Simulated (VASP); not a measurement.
# ZnS (Wurtzite-2H) (P6_3mc) in VASP: a series of runs

Runs on ZnS (Wurtzite-2H). Level: RPBE. Tasks: single point.

All numbers are computed with VASP 6.6.1; they aren't measurements. Logs are shortened: lines on timing, memory, paths and dates and some standing lists are left out, and cuts for length are marked.

## Step 1: The cell of the first run

It takes space group P6_3mc (No. 186, hexagonal). The conventional cell has a = 3.733 Å, b = 3.733 Å, c = 6.107 Å, α = 90.00°, β = 90.00°, γ = 120.00°. Zn (site symmetry 3m) has 4 S at 2.27 to 2.35 Å within 3.0 Å. S (site symmetry 3m) has 4 Zn at 2.27 to 2.35 Å within 3.0 Å.

## Step 2: Single point, RPBE

The input, INCAR:

```
PREC = Accurate
ENCUT = 520
EDIFF = 1E-6
ISMEAR = 0
SIGMA = 0.01
LREAL = False
LASPH = True
NELM = 60
ALGO = Normal
ISIF = 2
LWAVE = False
LCHARG = True
GGA = RP
LELF = True
LVHAR = True
NBANDS = 26
```

The input, KPOINTS:

```
Automatic mesh
0
Gamma
  6 6 3
```

The input, POSCAR:

```
ZnS
1.0
    3.7332026603      0.0000000000      0.0000000000
   -1.8666013302      3.2330485237      0.0000000000
    0.0000000000      0.0000000000      6.1067398017
Zn S
2 2
Direct
    0.3333333333      0.6666666667      0.0000000000
    0.6666666667      0.3333333333      0.5000000000
    0.3333333333      0.6666666667      0.3850000000
    0.6666666667      0.3333333333      0.8850000000
```

Potentials or basis: VASP PAW PBE potentials, release 64 (Zn, S).

Run with:

```sh
$ cat potpaw_PBE.64/Zn/POTCAR potpaw_PBE.64/S/POTCAR > POTCAR
$ mpirun -np 1 vasp_std > vasp.out
```

OUTCAR:

```text
PREC = Accurate
   ENCUT = 520
   EDIFF = 1E-6
   ISMEAR = 0
   LREAL = False
   LASPH = True
   NELM = 60
   ISIF = 2
   GGA = RP

 ion  position               nearest neighbor table
   1  0.333  0.667  0.000-   4 2.27   4 2.27   4 2.27   3 2.35
   2  0.667  0.333  0.500-   3 2.27   3 2.27   3 2.27   4 2.35
   3  0.333  0.667  0.385-   2 2.27   2 2.27   2 2.27   1 2.35
   4  0.667  0.333  0.885-   1 2.27   1 2.27   1 2.27   2 2.35

  LATTYP: Found a hexagonal cell.
 ALAT       =     3.7332026603
 C/A-ratio  =     1.6357911309

  Lattice vectors:

 A1 = (   3.7332026603,   0.0000000000,   0.0000000000)
 A2 = (  -1.8666013302,   3.2330485237,   0.0000000000)
 A3 = (   0.0000000000,   0.0000000000,   6.1067398017)

Analysis of symmetry for initial positions (statically):
=====================================================================
 Subroutine PRICEL returns:
 Original cell was already a primitive cell.

 Routine SETGRP: Setting up the symmetry group for a
 hexagonal supercell.

 Subroutine GETGRP returns: Found 12 space group operations
 (whereof  6 operations were pure point group operations)
 out of a pool of 24 trial point group operations.

The static configuration has the point symmetry C_3v.
 The point group associated with its full space group is C_6v.

Analysis of symmetry for dynamics (positions and initial velocities):
=====================================================================
 Subroutine PRICEL returns:
 Original cell was already a primitive cell.

 Routine SETGRP: Setting up the symmetry group for a
 hexagonal supercell.

 Subroutine GETGRP returns: Found 12 space group operations
 (whereof  6 operations were pure point group operations)
 out of a pool of 24 trial point group operations.

The dynamic configuration has the point symmetry C_3v.
 The point group associated with its full space group is C_6v.

 Subroutine INISYM returns: Found 12 space group operations
 (whereof  6 operations are pure point group operations),
 and found     1 'primitive' translations

----------------------------------------------------------------------------------------

                                     Primitive cell

  volume of cell :      73.7061

  direct lattice vectors                    reciprocal lattice vectors
     3.733202660  0.000000000  0.000000000     0.267866519  0.154652798  0.000000000
    -1.866601330  3.233048524  0.000000000     0.000000000  0.309305596  0.000000000
     0.000000000  0.000000000  6.106739802     0.000000000  0.000000000  0.163753497

  length of vectors
     3.733202660  3.733202818  6.106739802     0.309305609  0.309305596  0.163753497

  position of ions in fractional coordinates (direct lattice)
     0.333333333  0.666666667  0.000000000
     0.666666667  0.333333333  0.500000000
     0.333333333  0.666666667  0.385000000
     0.666666667  0.333333333  0.885000000

  ion indices of the primitive-cell ions
   primitive index   ion index
                 1           1
                 2           2
                 3           3
                 4           4

----------------------------------------------------------------------------------------

 KPOINTS: Automatic mesh

Automatic generation of k-mesh.
 Grid dimensions read from file:
 generate k-points for:    6    6    3

 Generating k-lattice:

  Cartesian coordinates                     Fractional coordinates (reciprocal lattice)
     0.044644420  0.025775466  0.000000000     0.166666667  0.000000000  0.000000000
     0.000000000  0.051550933  0.000000000     0.000000000  0.166666667  0.000000000
     0.000000000  0.000000000  0.054584499     0.000000000  0.000000000  0.333333333

  Length of vectors
     0.051550935  0.051550933  0.054584499

  Shift w.r.t. Gamma in fractional coordinates (k-lattice)
     0.000000000  0.000000000  0.000000000

 Subroutine IBZKPT returns following result:
 ===========================================

 Found     14 irreducible k-points:

 Following reciprocal coordinates:
            Coordinates               Weight
  0.000000  0.000000  0.000000      1.000000
  0.166667  0.000000  0.000000      6.000000
  0.333333  0.000000  0.000000      6.000000
  0.500000  0.000000  0.000000      3.000000
  0.166667  0.166667  0.000000      6.000000
  0.333333  0.166667  0.000000     12.000000
  0.333333  0.333333  0.000000      2.000000
  0.000000  0.000000  0.333333      2.000000
  0.166667  0.000000  0.333333     12.000000
  0.333333  0.000000  0.333333     12.000000
  0.500000  0.000000  0.333333      6.000000
  0.166667  0.166667  0.333333     12.000000
  0.333333  0.166667  0.333333     24.000000
  0.333333  0.333333  0.333333      4.000000
   k-points           NKPTS =     14   k-points in BZ     NKDIM =     14   number of bands    NBANDS=     26
   number of dos      NEDOS =    301   number of ions     NIONS =      4
   total plane-waves  NPLWV =  37632
   dimension x,y,z NGX =    28 NGY =   28 NGZ =   48
   dimension x,y,z NGXF=    56 NGYF=   56 NGZF=   96
   ions per type =               2   2
   NGX,Y,Z   is equivalent  to a cutoff of  12.47, 12.47, 13.07 a.u.
   NGXF,Y,Z  is equivalent  to a cutoff of  24.94, 24.94, 26.13 a.u.
 SYSTEM =  unknown system
   PREC   = accura    normal or accurate (medium, high low for compatibility)
   ISTART =      0    job   : 0-new  1-cont  2-samecut
   ICHARG =      2    charge: 1-file 2-atom 10-const
   ISPIN  =      1    spin polarized calculation?
   LNONCOLLINEAR =      F non collinear calculations
   LSORBIT =      F    spin-orbit coupling
   LASPH  =      T    aspherical Exc in radial PAW
   ENCUT  =  520.0 eV  38.22 Ry    6.18 a.u.   6.94  6.94 11.35*2*pi/ulx,y,z
   NELM   =     60;   NELMIN=  2; NELMDL= -5     # of ELM steps
   EDIFF  = 0.1E-05   stopping-criterion for ELM
   LREAL  =      F    real-space projection
[... 7 lines left out ...]
   TEBEG  =    0.0;   TEEND  =   0.0 temperature during run
   PSTRESS=    0.0 pullay stress
   NELECT =      36.0000    total number of electrons
   NUPDOWN=      -1.0000    fix difference up-down
   EMIN   =  10.00;   EMAX   =-10.00  energy-range for DOS
   EFERMI =   0.00;   METHOD = LEGACY
   ISMEAR =     0;   SIGMA  =   0.01  broadening in eV -4-tet -1-fermi 0-gaus
   EFERMI_NEDOS =   21; number of points for ismear=-14 and -15
   IALGO  =     38    algorithm
   IMIX   =      4    mixing-type and parameters
     AMIX     =   0.40;   BMIX     =  1.00
     AMIX_MAG =   1.60;   BMIX_MAG =  1.00
  volume/ion in A,a.u.               =      18.43       124.35
  Fermi-wavevector in a.u.,A,eV,Ry     =   1.289262  2.436352 22.615565  1.662197
  Thomas-Fermi vector in A             =   2.421166
   LORBIT       =      0    0 simple, 1 ext, 2 COOP (PROOUT), +10 PAW based schemes
   GGA     = RP    functional components
   LHFCALC =     F    Hartree Fock is set to
   AEXX    =    0.0000 exact exchange contribution
   IVDW    =     0    specifies the selected vdW correction
   LEPSILON=     F    determine dielectric tensor
   LRPA    =     F    only Hartree local field effects (RPA)
 non-spin polarized calculation
 Gauss-broadening in eV      SIGMA  =   0.01
  energy-cutoff  :      520.00
  volume of cell :       73.71
 maximum number of plane-waves:      1999
 NGX is ok and might be reduce to    28
   NGX = 13   NGY = 13   NGZ = 23

 number of electron      35.9999987 magnetization

 Free energy of the ion-electron system (eV)
  ---------------------------------------------------
  ext. energy  EPLUGINS =         0.00000000
  ---------------------------------------------------
  free energy    TOTEN  =       -12.06280560 eV

  energy without entropy =      -12.06280560  energy(sigma->0) =      -12.06280560

 E-fermi :   2.9846     XC(G=0):  -9.7377

 val. band max:        2.8715842644   @ k =   0.0000   0.0000   0.0000
 cond. band min:       5.5844775563   @ k =   0.0000   0.0000   0.0000
 fundamental gap:      2.7128932919
 Fermi energy:         2.9845614268

 k-point     1 :       0.0000    0.0000    0.0000
  band No.  band energies     occupation
      1     -10.7585      2.00000
      2      -9.7279      2.00000
      3      -3.7213      2.00000
      4      -3.7213      2.00000
      5      -3.6497      2.00000
      6      -3.6497      2.00000
[... 18 lines left out ...]
     25      10.5522      0.00000
     26      12.6995      0.00000

 k-point     2 :       0.1667    0.0000    0.0000
  band No.  band energies     occupation
      1     -10.5546      2.00000
      2      -9.6122      2.00000
      3      -3.7417      2.00000
      4      -3.6728      2.00000
      5      -3.6396      2.00000
      6      -3.5856      2.00000
[... 18 lines left out ...]
     25      11.3283      0.00000
     26      11.4482      0.00000

 k-point     3 :       0.3333    0.0000    0.0000
  band No.  band energies     occupation
      1     -10.0614      2.00000
      2      -9.4018      2.00000
      3      -3.7371      2.00000
      4      -3.5952      2.00000
      5      -3.5907      2.00000
      6      -3.4462      2.00000
[... 18 lines left out ...]
     25      11.7582      0.00000
     26      12.9295      0.00000

 k-point     4 :       0.5000    0.0000    0.0000
  band No.  band energies     occupation
      1      -9.7168      2.00000
      2      -9.3547      2.00000
      3      -3.7049      2.00000
      4      -3.5612      2.00000
      5      -3.4802      2.00000
      6      -3.3729      2.00000
[... 18 lines left out ...]
     25      12.2785      0.00000
     26      14.6544      0.00000

 k-point     5 :       0.1667    0.1667    0.0000
  band No.  band energies     occupation
      1     -10.2019      2.00000
      2      -9.4482      2.00000
      3      -3.7082      2.00000
      4      -3.6427      2.00000
      5      -3.5623      2.00000
      6      -3.5502      2.00000
[... 18 lines left out ...]
     25      11.6791      0.00000
     26      12.0899      0.00000

 k-point     6 :       0.3333    0.1667    0.0000
  band No.  band energies     occupation
      1      -9.7339      2.00000
      2      -9.3466      2.00000
      3      -3.6594      2.00000
      4      -3.5607      2.00000
      5      -3.4257      2.00000
      6      -3.4018      2.00000
[... 18 lines left out ...]
     25      12.2022      0.00000
     26      12.8646      0.00000

 k-point     7 :       0.3333    0.3333    0.0000
  band No.  band energies     occupation
      1      -9.4425      2.00000
      2      -9.4425      2.00000
      3      -3.6497      2.00000
      4      -3.4342      2.00000
      5      -3.4342      2.00000
      6      -3.3258      2.00000
[... 18 lines left out ...]
     25      12.9304      0.00000
     26      12.9305      0.00000

 k-point     8 :       0.0000    0.0000    0.3333
  band No.  band energies     occupation
      1     -10.5338      2.00000
      2     -10.0237      2.00000
      3      -3.7095      2.00000
      4      -3.7095      2.00000
      5      -3.6738      2.00000
      6      -3.6738      2.00000
[... 18 lines left out ...]
     25       9.9977      0.00000
     26      11.1690      0.00000

 k-point     9 :       0.1667    0.0000    0.3333
  band No.  band energies     occupation
      1     -10.3448      2.00000
      2      -9.8767      2.00000
      3      -3.7455      2.00000
      4      -3.6889      2.00000
      5      -3.6563      2.00000
      6      -3.6129      2.00000
[... 18 lines left out ...]
     25      10.8435      0.00000
     26      11.2047      0.00000

 k-point    10 :       0.3333    0.0000    0.3333
  band No.  band energies     occupation
      1      -9.9026      2.00000
      2      -9.5721      2.00000
      3      -3.7544      2.00000
      4      -3.6796      2.00000
      5      -3.5573      2.00000
      6      -3.4848      2.00000
[... 18 lines left out ...]
     25      12.0330      0.00000
     26      12.5520      0.00000

 k-point    11 :       0.5000    0.0000    0.3333
  band No.  band energies     occupation
      1      -9.6182      2.00000
      2      -9.4356      2.00000
      3      -3.7325      2.00000
      4      -3.6518      2.00000
      5      -3.5157      2.00000
      6      -3.4203      2.00000
[... 18 lines left out ...]
     25      13.2645      0.00000
     26      13.2744      0.00000

 k-point    12 :       0.1667    0.1667    0.3333
  band No.  band energies     occupation
      1     -10.0255      2.00000
      2      -9.6489      2.00000
      3      -3.7252      2.00000
      4      -3.6678      2.00000
      5      -3.5785      2.00000
      6      -3.5691      2.00000
[... 18 lines left out ...]
     25      11.1225      0.00000
     26      12.1618      0.00000

 k-point    13 :       0.3333    0.1667    0.3333
  band No.  band energies     occupation
      1      -9.6301      2.00000
      2      -9.4349      2.00000
      3      -3.6631      2.00000
      4      -3.5880      2.00000
      5      -3.5151      2.00000
      6      -3.4232      2.00000
[... 18 lines left out ...]
     25      12.3031      0.00000
     26      12.5672      0.00000

 k-point    14 :       0.3333    0.3333    0.3333
  band No.  band energies     occupation
      1      -9.4277      2.00000
      2      -9.4277      2.00000
      3      -3.5819      2.00000
      4      -3.4995      2.00000
      5      -3.4995      2.00000
      6      -3.4156      2.00000
[... 18 lines left out ...]
     25      12.9478      0.00000
     26      12.9951      0.00000

------------------------ aborting loop because EDIFF is reached ----------------------------------------

  FORCE on cell =-STRESS in cart. coord.  units (eV):
  Direction    XX          YY          ZZ          XY          YZ          ZX
  --------------------------------------------------------------------------------------
  -------------------------------------------------------------------------------------
  Total        5.5517388      5.5517394      4.0294235     -0.0000000     -0.0000000      0.0000000
  in kB      120.6803051    120.6803187     87.5891460     -0.0000000     -0.0000000      0.0000000
  external PRESSURE =     109.6499233 kB  Pullay stress =       0.0000000 kB

 VOLUME and BASIS-vectors are now :
 -----------------------------------------------------------------------------
  energy-cutoff  :      520.00
  volume of cell :       73.71
      direct lattice vectors                 reciprocal lattice vectors
     3.733202660  0.000000000  0.000000000     0.267866519  0.154652798  0.000000000
    -1.866601330  3.233048524  0.000000000     0.000000000  0.309305596  0.000000000
     0.000000000  0.000000000  6.106739802     0.000000000  0.000000000  0.163753497

 POSITION                                       TOTAL-FORCE (eV/Angst)
 -----------------------------------------------------------------------------------
     -0.00000      2.15537      0.00000         0.000000     -0.000000      0.410043
      1.86660      1.07768      3.05337        -0.000000     -0.000000      0.410043
     -0.00000      2.15537      2.35109        -0.000000      0.000000     -0.410043
      1.86660      1.07768      5.40446         0.000000     -0.000000     -0.410043
 -----------------------------------------------------------------------------------
    total drift:                               -0.000001     -0.000001      0.000692

  FREE ENERGIE OF THE ION-ELECTRON SYSTEM (eV)
  ---------------------------------------------------
  free  energy   TOTEN  =       -12.0628056011 eV

  energy  without entropy=      -12.0628056011  energy(sigma->0) =      -12.06280560
```

Wall time 56 s (1 thread of AMD EPYC 7R13 (Zen 3), shared host); peak memory 0.15 GiB.

Results:

```yaml
Free_energy: -12.0628 eV
Pressure: 11.0 GPa
Largest_force: 0.410 eV/Å
Band_gap_on_the_k_mesh: 2.71 eV, direct
```

Forces on the atoms (eV/Å):
```
Zn   0.000  0.000  0.410
Zn   0.000  0.000  0.410
S    0.000  0.000 -0.410
S    0.000  0.000 -0.410
```

Levels at points of the mesh, in eV from the valence-band top:
```tsv
k point	band 14	band 15	band 16	band 17	band 18	band 19	band 20	band 21	band 22	band 23
(0.00, 0.00, 0.00)	-0.93	-0.93	-0.01	0.00	0.00	2.71	3.22	6.30	6.30	6.63
(0.50, 0.00, 0.00)	-4.43	-3.42	-2.46	-1.71	-1.07	3.67	4.53	5.24	7.15	7.76
```

Caveat: the PAW data sets were made with another functional, which shifts forces and pressure a little.

(Continued in part 2 of 3.)
